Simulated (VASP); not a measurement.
# KTaO3 (Pm-3m) in VASP: further runs, part 2 of 2

VASP 6.6.1. The steps go on from the part before.

## (4) Single point, LDA

This run uses another cell than the first one, of 12.43 Å³/atom.

File INCAR:

```
PREC = Accurate
ENCUT = 520
EDIFF = 1E-6
ISMEAR = -1
SIGMA = 0.05
LREAL = F
LASPH = T
NELM = 80
ALGO = Normal
ISIF = 2
LWAVE = F
LCHARG = T
LELF = T
LVHAR = T
NBANDS = 27
```

File KPOINTS:

```
Automatic mesh
0
Gamma
  7 7 7
```

File POSCAR:

```
KTaO3
1.0
    3.9615320794      0.0000000000      0.0000000000
    0.0000000000      3.9615320794      0.0000000000
    0.0000000000      0.0000000000      3.9615320794
Ta K O
1 1 3
Direct
    0.0000000000      0.0000000000      0.0000000000
    0.5000000000      0.5000000000      0.5000000000
    0.0000000000      0.0000000000      0.5000000000
    0.0000000000      0.5000000000      0.0000000000
    0.5000000000      0.0000000000      0.0000000000
```

Potentials or basis: VASP PAW LDA potentials, release 64 (Ta_pv, K_sv, O).

Started as:

```console
$ cat potpaw_LDA.64/Ta_pv/POTCAR potpaw_LDA.64/K_sv/POTCAR potpaw_LDA.64/O/POTCAR > POTCAR
$ mpirun -np 1 vasp_std > vasp.out
```

OUTCAR:

```text
PREC = Accurate
   ENCUT = 520
   EDIFF = 1E-6
   ISMEAR = -1
   LREAL = F
   LASPH = T
   NELM = 80
   ISIF = 2

 ion  position               nearest neighbor table
   1  0.000  0.000  0.000-   3 1.98   4 1.98   5 1.98   3 1.98   4 1.98   5 1.98   2 3.43   2 3.43
                             2 3.43   2 3.43   2 3.43   2 3.43   2 3.43   2 3.43
   2  0.500  0.500  0.500-   3 2.80   4 2.80   5 2.80   4 2.80   5 2.80   3 2.80   5 2.80   5 2.80
                             3 2.80   4 2.80   4 2.80   3 2.80   1 3.43   1 3.43   1 3.43   1 3.43
   3  0.000  0.000  0.500-   1 1.98   1 1.98   2 2.80   2 2.80   2 2.80   2 2.80
   4  0.000  0.500  0.000-   1 1.98   1 1.98   2 2.80   2 2.80   2 2.80   2 2.80
   5  0.500  0.000  0.000-   1 1.98   1 1.98   2 2.80   2 2.80   2 2.80   2 2.80

  LATTYP: Found a simple cubic cell.
 ALAT       =     3.9615320794

  Lattice vectors:

 A1 = (   3.9615320794,   0.0000000000,   0.0000000000)
 A2 = (   0.0000000000,   3.9615320794,   0.0000000000)
 A3 = (   0.0000000000,   0.0000000000,   3.9615320794)

Analysis of symmetry for initial positions (statically):
=====================================================================
 Subroutine PRICEL returns:
 Original cell was already a primitive cell.

 Routine SETGRP: Setting up the symmetry group for a
 simple cubic supercell.

 Subroutine GETGRP returns: Found 48 space group operations
 (whereof 48 operations were pure point group operations)
 out of a pool of 48 trial point group operations.

The static configuration has the point symmetry O_h .

Analysis of symmetry for dynamics (positions and initial velocities):
=====================================================================
 Subroutine PRICEL returns:
 Original cell was already a primitive cell.

 Routine SETGRP: Setting up the symmetry group for a
 simple cubic supercell.

 Subroutine GETGRP returns: Found 48 space group operations
 (whereof 48 operations were pure point group operations)
 out of a pool of 48 trial point group operations.

The dynamic configuration has the point symmetry O_h .

 Subroutine INISYM returns: Found 48 space group operations
 (whereof 48 operations are pure point group operations),
 and found     1 'primitive' translations

----------------------------------------------------------------------------------------

                                     Primitive cell

  volume of cell :      62.1712

  direct lattice vectors                    reciprocal lattice vectors
     3.961532079  0.000000000  0.000000000     0.252427591  0.000000000  0.000000000
     0.000000000  3.961532079  0.000000000     0.000000000  0.252427591  0.000000000
     0.000000000  0.000000000  3.961532079     0.000000000  0.000000000  0.252427591

  length of vectors
     3.961532079  3.961532079  3.961532079     0.252427591  0.252427591  0.252427591

  position of ions in fractional coordinates (direct lattice)
     0.000000000  0.000000000  0.000000000
     0.500000000  0.500000000  0.500000000
     0.000000000  0.000000000  0.500000000
     0.000000000  0.500000000  0.000000000
     0.500000000  0.000000000  0.000000000

  ion indices of the primitive-cell ions
   primitive index   ion index
                 1           1
                 2           2
                 3           3
                 4           4
                 5           5

[... 29 lines left out ...]
  0.142857  0.000000  0.000000      6.000000
  0.285714  0.000000  0.000000      6.000000
  0.428571  0.000000  0.000000      6.000000
  0.142857  0.142857  0.000000     12.000000
  0.285714  0.142857  0.000000     24.000000
[... 12 lines left out ...]
  0.428571  0.428571  0.285714     24.000000
  0.428571  0.428571  0.428571      8.000000
   k-points           NKPTS =     20   k-points in BZ     NKDIM =     20   number of bands    NBANDS=     27
   number of dos      NEDOS =    301   number of ions     NIONS =      5
   total plane-waves  NPLWV =  27000
   dimension x,y,z NGX =    30 NGY =   30 NGZ =   30
   dimension x,y,z NGXF=    60 NGYF=   60 NGZF=   60
   ions per type =               1   1   3
   NGX,Y,Z   is equivalent  to a cutoff of  12.59, 12.59, 12.59 a.u.
   NGXF,Y,Z  is equivalent  to a cutoff of  25.18, 25.18, 25.18 a.u.
 SYSTEM =  unknown system
   PREC   = accura    normal or accurate (medium, high low for compatibility)
   ISTART =      0    job   : 0-new  1-cont  2-samecut
   ICHARG =      2    charge: 1-file 2-atom 10-const
   ISPIN  =      1    spin polarized calculation?
   LNONCOLLINEAR =      F non collinear calculations
   LSORBIT =      F    spin-orbit coupling
   LASPH  =      T    aspherical Exc in radial PAW
   ENCUT  =  520.0 eV  38.22 Ry    6.18 a.u.   7.37  7.37  7.37*2*pi/ulx,y,z
   NELM   =     80;   NELMIN=  2; NELMDL= -5     # of ELM steps
   EDIFF  = 0.1E-05   stopping-criterion for ELM
   LREAL  =      F    real-space projection
   EDIFFG = 0.1E-04   stopping-criterion for IOM
   NSW    =      0    number of steps for IOM
   IBRION =     -1    ionic relax: 0-MD 1-quasi-New 2-CG
   NFREE  =      0    steps in history (QN), initial steepest desc. (CG)
   ISIF   =      2    stress and relaxation
   ISYM   =      2    0-nonsym 1-usesym 2-fastsym
   POTIM  = 0.5000    time-step for ionic-motion
   TEBEG  =    0.0;   TEEND  =   0.0 temperature during run
   PSTRESS=    0.0 pullay stress
   NELECT =      38.0000    total number of electrons
   NUPDOWN=      -1.0000    fix difference up-down
   EMIN   =  10.00;   EMAX   =-10.00  energy-range for DOS
   EFERMI =   0.00;   METHOD = LEGACY
   ISMEAR =    -1;   SIGMA  =   0.05  broadening in eV -4-tet -1-fermi 0-gaus
   EFERMI_NEDOS =   21; number of points for ismear=-14 and -15
   IALGO  =     38    algorithm
   IMIX   =      4    mixing-type and parameters
     AMIX     =   0.40;   BMIX     =  1.00
     AMIX_MAG =   1.60;   BMIX_MAG =  1.00
  volume/ion in A,a.u.               =      12.43        83.91
  Fermi-wavevector in a.u.,A,eV,Ry     =   1.389332  2.625458 26.262574  1.930245
  Thomas-Fermi vector in A             =   2.513373
   LORBIT       =      0    0 simple, 1 ext, 2 COOP (PROOUT), +10 PAW based schemes
   GGA     = CA    functional components
   LHFCALC =     F    Hartree Fock is set to
   AEXX    =    0.0000 exact exchange contribution
   IVDW    =     0    specifies the selected vdW correction
   LEPSILON=     F    determine dielectric tensor
   LRPA    =     F    only Hartree local field effects (RPA)
 non-spin polarized calculation
  energy-cutoff  :      520.00
  volume of cell :       62.17
 maximum number of plane-waves:      1743
 NGX is ok and might be reduce to    30
   NGX = 15   NGY = 15   NGZ = 15

 number of electron      37.9999979 magnetization

 Free energy of the ion-electron system (eV)
  ---------------------------------------------------
  ext. energy  EPLUGINS =         0.00000000
  ---------------------------------------------------
  free energy    TOTEN  =       -45.05876580 eV

  energy without entropy =      -45.05876580  energy(sigma->0) =      -45.05876580

 E-fermi :   2.6830     XC(G=0): -11.5332

 val. band max:        1.6040702151   @ k =   0.4286   0.4286   0.4286
 cond. band min:       3.7264981259   @ k =   0.0000   0.0000   0.0000
 fundamental gap:      2.1224279108
 Fermi energy:         2.6830164098

 k-point     1 :       0.0000    0.0000    0.0000
  band No.  band energies     occupation
      1     -32.1597      2.00000
      2     -32.1597      2.00000
      3     -32.1597      2.00000
      4     -25.1941      2.00000
      5     -15.6665      2.00000
      6     -14.9226      2.00000
[... 589 lines left out ...]
     26      12.5085      0.00000
     27      13.5828      0.00000

------------------------ aborting loop because EDIFF is reached ----------------------------------------

  FORCE on cell =-STRESS in cart. coord.  units (eV):
  Direction    XX          YY          ZZ          XY          YZ          ZX
  --------------------------------------------------------------------------------------
  -------------------------------------------------------------------------------------
  Total       -0.0908521     -0.0908521     -0.0908521      0.0000000      0.0000000     -0.0000000
  in kB       -2.3412949     -2.3412949     -2.3412949      0.0000000      0.0000000     -0.0000000
  external PRESSURE =      -2.3412949 kB  Pullay stress =       0.0000000 kB

 VOLUME and BASIS-vectors are now :
 -----------------------------------------------------------------------------
  energy-cutoff  :      520.00
  volume of cell :       62.17
      direct lattice vectors                 reciprocal lattice vectors
     3.961532079  0.000000000  0.000000000     0.252427591  0.000000000  0.000000000
     0.000000000  3.961532079  0.000000000     0.000000000  0.252427591  0.000000000
     0.000000000  0.000000000  3.961532079     0.000000000  0.000000000  0.252427591

 POSITION                                       TOTAL-FORCE (eV/Angst)
 -----------------------------------------------------------------------------------
      0.00000      0.00000      0.00000         0.000000      0.000000      0.000000
      1.98077      1.98077      1.98077         0.000000      0.000000      0.000000
      0.00000      0.00000      1.98077         0.000000      0.000000      0.000000
      0.00000      1.98077      0.00000         0.000000      0.000000      0.000000
      1.98077      0.00000      0.00000         0.000000      0.000000      0.000000
 -----------------------------------------------------------------------------------
    total drift:                                0.000000     -0.000000      0.000000

  FREE ENERGIE OF THE ION-ELECTRON SYSTEM (eV)
  ---------------------------------------------------
  free  energy   TOTEN  =       -45.0587657975 eV

  energy  without entropy=      -45.0587657973  energy(sigma->0) =      -45.05876580
```

OSZICAR:

```text
N       E                     dE             d eps       ncg     rms          rms(c)
DAV:   1     0.330878638384E+03    0.33088E+03   -0.20529E+04  1080   0.142E+03
DAV:   2    -0.321005347958E+02   -0.36298E+03   -0.35093E+03  1279   0.416E+02
DAV:   3    -0.525247245230E+02   -0.20424E+02   -0.20316E+02  1458   0.959E+01
DAV:   4    -0.533014101806E+02   -0.77669E+00   -0.77514E+00  1824   0.126E+01
DAV:   5    -0.533102999819E+02   -0.88898E-02   -0.88890E-02  1417   0.106E+00    0.353E+01
DAV:   6    -0.454211879050E+02    0.78891E+01   -0.33636E+01  1252   0.393E+01    0.138E+01
DAV:   7    -0.451658713862E+02    0.25532E+00   -0.18730E+00  1437   0.868E+00    0.954E+00
DAV:   8    -0.450747633802E+02    0.91108E-01   -0.37040E-01  1290   0.493E+00    0.244E+00
DAV:   9    -0.450601015330E+02    0.14662E-01   -0.31945E-02  1314   0.141E+00    0.278E-01
DAV:  10    -0.450589316396E+02    0.11699E-02   -0.11741E-02  1459   0.694E-01    0.150E-01
DAV:  11    -0.450587721742E+02    0.15947E-03   -0.14070E-03  1408   0.229E-01    0.453E-02
DAV:  12    -0.450587656202E+02    0.65540E-05   -0.48742E-05  1527   0.561E-02    0.994E-03
DAV:  13    -0.450587657975E+02   -0.17724E-06   -0.31308E-06  1373   0.125E-02
   1 F= -.45058766E+02 E0= -.45058766E+02  d E =-.150963E-09
```

stdout:

```text
POSCAR found type information on POSCAR TaK O
 POSCAR found :  3 types and       5 ions
 scaLAPACK will be used
 LDA part: xc-table for (Slater(with rela. corr.)+CA(PZ))
 , standard interpolation
 POSCAR, INCAR and KPOINTS ok, starting setup
 FFT: planning ... GRIDC
 FFT: planning ... GRID_SOFT
 FFT: planning ... GRID
 WAVECAR not read
 entering main loop
```

It took 59 s on 1 thread of AMD EPYC 7R13, shared host; peak memory 0.14 GiB.

Results:

- Free energy: -45.0588 eV
- Pressure: -0.2 GPa
- Band gap on the k mesh: 2.12 eV (least direct gap 2.68 eV)

Caveat: spin-orbit coupling is left out, which moves the levels of the heavy elements; an odd mesh through Γ misses points on the zone boundary, where band edges can lie.

## (5) Single point, PBEsol+D4

This run uses another cell than the first one, of 12.43 Å³/atom.

File INCAR:

```
SYSTEM = KTaO3
PREC = Accurate
ENCUT = 520
EDIFF = 1E-7
ISMEAR = -1
SIGMA = 0.05
LREAL = .False.
LASPH = .True.
NELM = 80
ALGO = Normal
ISIF = 2
LWAVE = .False.
LCHARG = .False.
GGA = PS
IVDW = 13
NBANDS = 27
```

File KPOINTS:

```
Automatic mesh
0
Gamma
  7 7 7
  0 0 0
```

POSCAR is that of step 4.

Potentials or basis: VASP PAW PBE potentials, release 64 (Ta_pv, K_sv, O).

Started as:

```console
$ cat potpaw_PBE.64/Ta_pv/POTCAR potpaw_PBE.64/K_sv/POTCAR potpaw_PBE.64/O/POTCAR > POTCAR
$ mpirun -np 1 vasp_std > vasp.out
```

OUTCAR:

```text
SYSTEM = KTaO3
   PREC = Accurate
   ENCUT = 520
   EDIFF = 1E-7
   ISMEAR = -1
   LREAL = .False.
   LASPH = .True.
   NELM = 80
   ISIF = 2
   GGA = PS
   IVDW = 13

 ion  position               nearest neighbor table
   1  0.000  0.000  0.000-   3 1.98   4 1.98   5 1.98   3 1.98   4 1.98   5 1.98   2 3.43   2 3.43
                             2 3.43   2 3.43   2 3.43   2 3.43   2 3.43   2 3.43
   2  0.500  0.500  0.500-   3 2.80   4 2.80   5 2.80   4 2.80   5 2.80   3 2.80   5 2.80   5 2.80
[... 803 lines left out ...]
  Direction    XX          YY          ZZ          XY          YZ          ZX
  --------------------------------------------------------------------------------------
  -------------------------------------------------------------------------------------
  Total       1.30972     1.30972     1.30972    -0.00000    -0.00000     0.00000
  in kB      33.75206    33.75206    33.75206    -0.00000    -0.00000     0.00000
  external pressure =       33.75 kB  Pullay stress =        0.00 kB

 VOLUME and BASIS-vectors are now :
 -----------------------------------------------------------------------------
  energy-cutoff  :      520.00
  volume of cell :       62.17
      direct lattice vectors                 reciprocal lattice vectors
     3.961532079  0.000000000  0.000000000     0.252427591  0.000000000  0.000000000
     0.000000000  3.961532079  0.000000000     0.000000000  0.252427591  0.000000000
     0.000000000  0.000000000  3.961532079     0.000000000  0.000000000  0.252427591

 POSITION                                       TOTAL-FORCE (eV/Angst)
 -----------------------------------------------------------------------------------
      0.00000      0.00000      0.00000         0.000000      0.000000      0.000000
      1.98077      1.98077      1.98077         0.000000      0.000000      0.000000
      0.00000      0.00000      1.98077         0.000000      0.000000      0.000000
      0.00000      1.98077      0.00000         0.000000      0.000000      0.000000
      1.98077      0.00000      0.00000         0.000000      0.000000      0.000000
 -----------------------------------------------------------------------------------
    total drift:                                0.000000     -0.000000      0.000000

  FREE ENERGIE OF THE ION-ELECTRON SYSTEM (eV)
  ---------------------------------------------------
  free  energy   TOTEN  =       -43.3646582066 eV

  energy  without entropy=      -43.3646582065  energy(sigma->0) =      -43.36465821
```

stdout:

```text
POSCAR found type information on POSCAR TaK O
 POSCAR found :  3 types and       5 ions
 scaLAPACK will be used
 -----------------------------------------------------------------------------
|                                                                             |
|                                                                             |
|     You enforced a specific xc type in the INCAR file but a different       |
|     I HOPE YOU KNOW WHAT YOU ARE DOING!                                     |
|                                                                             |
 -----------------------------------------------------------------------------

 LDA part: xc-table for (Slater+PW92), standard interpolation
 POSCAR, INCAR and KPOINTS ok, starting setup
 FFT: planning ... GRIDC
 FFT: planning ... GRID_SOFT
 FFT: planning ... GRID
 WAVECAR not read
 entering main loop
```

Run time: 72 s. Hardware: 1 thread of AMD EPYC 7R13, shared host; peak memory 0.16 GiB.

Results:

```yaml
Free_energy: -43.3647 eV
Pressure: 3.4 GPa
Band_gap_on_the_k_mesh: 2.19 eV (least direct gap 2.74 eV)
Dispersion_energy_per_atom: -0.093 eV
```

Levels at points of the mesh, in eV from the valence-band top:
| k point | band 16 | band 17 | band 18 | band 19 | band 20 | band 21 | band 22 | band 23 |
| --- | --- | --- | --- | --- | --- | --- | --- | --- |
| (0.00, 0.00, 0.00) | -1.05 | -0.55 | -0.55 | -0.55 | 2.19 | 2.19 | 2.19 | 6.66 |

Caveat: the cell stands under pressure; the PAW data sets were made with another functional, which shifts forces and pressure a little; spin-orbit coupling is left out, which moves the levels of the heavy elements; an odd mesh through Γ misses points on the zone boundary, where band edges can lie. A hybrid or GW would open this gap; PBEsol tends to underestimate it.

## (6) The runs side by side

```csv
level,potentials or basis,cell,gap on the mesh (eV),pressure (GPa)
LDA,"VASP PAW LDA potentials, release 64 (Ta_pv, K_sv, O)","a = 3.934 Å, 5 atoms",2.16,4.4
PBEsol+D4,"VASP PAW PBE potentials, release 64 (Ta_pv, K_sv, O)","a = 3.934 Å, 5 atoms",2.23,8.2
LDA,"VASP PAW LDA potentials, release 64 (Ta_pv, K_sv, O)","a = 3.962 Å, 5 atoms",2.12,-0.2
PBEsol+D4,"VASP PAW PBE potentials, release 64 (Ta_pv, K_sv, O)","a = 3.962 Å, 5 atoms",2.19,3.4
```

Alike in all rows: task single point; no spin polarisation; k mesh 7 × 7 × 7; cutoff (eV) 520; smearing fermi-dirac 0.05 eV.

Caveats: spin-orbit coupling is left out, which moves the levels of the heavy elements; an odd mesh through Γ misses points on the zone boundary, where band edges can lie; the cell stands under pressure (at least some runs); the PAW data sets were made with another functional, which shifts forces and pressure a little (at least some runs).

Total energies depend on the potentials used, so only differences within one code and one set of settings carry meaning.
